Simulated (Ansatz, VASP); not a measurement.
# Si: VASP beside Ansatz

```
Si
1.0
     0.00000    2.71535    2.71535
     2.71535    0.00000    2.71535
     2.71535    2.71535    0.00000
Si
2
Direct
  0.50000 0.50000 0.50000
  0.75000 0.75000 0.75000
```

Alike in both runs: task relaxation of cell and atoms; functional RPBE; k mesh 6 × 6 × 6; occupations fermi-dirac, width 0.05 eV; no spin polarisation.

```csv
,VASP,Ansatz
version,VASP 6.6.1,Ansatz 0.2.0
potentials or method,"VASP PAW PBE potentials, release 64 (Si), cutoff 600 eV","plane waves (420 eV) with PAW, scalar-relativistic"
valence electrons in the cell,8,8
```

|  | VASP | Ansatz | Ansatz less VASP |
| --- | --- | --- | --- |
| relaxed volume (Å³/atom) | 20.78 | 20.83 | +0.051 |
| relaxed cell length with the largest relative difference (Å) | 3.888 | 3.891 | +0.0032 |

VASP's potentials were made for PBE, not for RPBE.
